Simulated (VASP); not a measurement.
Li3Os: single point with PBE

The system is Li3Os.

```
CELL_PARAMETERS angstrom
5.25303 0.00000 0.00000
-2.62652 4.54926 0.00000
0.00000 0.00000 4.21637
ATOMIC_POSITIONS crystal
Li 0.83300 0.66600 0.25000
Li 0.16700 0.83300 0.75000
Li 0.33400 0.16700 0.25000
Li 0.16700 0.33400 0.75000
Li 0.83300 0.16700 0.25000
Li 0.66600 0.83300 0.75000
Os 0.33333 0.66667 0.25000
Os 0.66667 0.33333 0.75000
```

```yaml
Program: VASP 6.6.1
Task: single point
Functional: PBE
Potentials_or_basis: VASP PAW PBE potentials, release 64 (Li_sv, Os)
Cutoff: 520 eV
k_mesh: 6 × 6 × 4
Occupations: gaussian, width 0.1 eV
Spin: no spin polarisation
Dipole_correction: no
Further_INCAR_settings: ALGO = Fast; EDIFF = 1e-06; NBANDS = 27
```

```json
{"Largest force": "0.305 eV/Å", "Band gap on the k mesh": "zero (band 17 reaches 3.46 eV, above the bottom of band 18 at 2.76 eV)"}
```

Forces on the atoms (eV/Å):
```
Li   0.000 -0.305  0.000
Li   0.264 -0.152  0.000
Li   0.264  0.152  0.000
Li   0.000  0.305  0.000
Li  -0.264  0.152  0.000
Li  -0.264 -0.152  0.000
Os   0.000  0.000  0.000
Os   0.000  0.000  0.000
```

Levels at points of the mesh, in eV from the Fermi level:
```csv
k point,band 15,band 16,band 17,band 18,band 19,band 20
"(0.00, 0.00, 0.00)",-0.98,-0.09,-0.09,0.90,1.06,1.67
"(0.50, 0.00, 0.00)",-0.45,-0.37,0.12,0.33,0.57,1.80
"(0.00, 0.00, 0.50)",-0.10,-0.10,-0.09,-0.09,1.65,1.65
"(0.50, 0.00, 0.50)",-0.62,-0.62,-0.10,-0.10,0.75,0.75
```

Wall time 3.2 min on 1 thread of Intel(R) Xeon(R) Platinum 8375C CPU @ 2.90GHz (Ice Lake), on a shared host, peak memory 0.24 GiB.

Caveat: the k points lie up to 0.37 Å⁻¹ apart; spin-orbit coupling is left out, which moves the levels of the heavy elements.
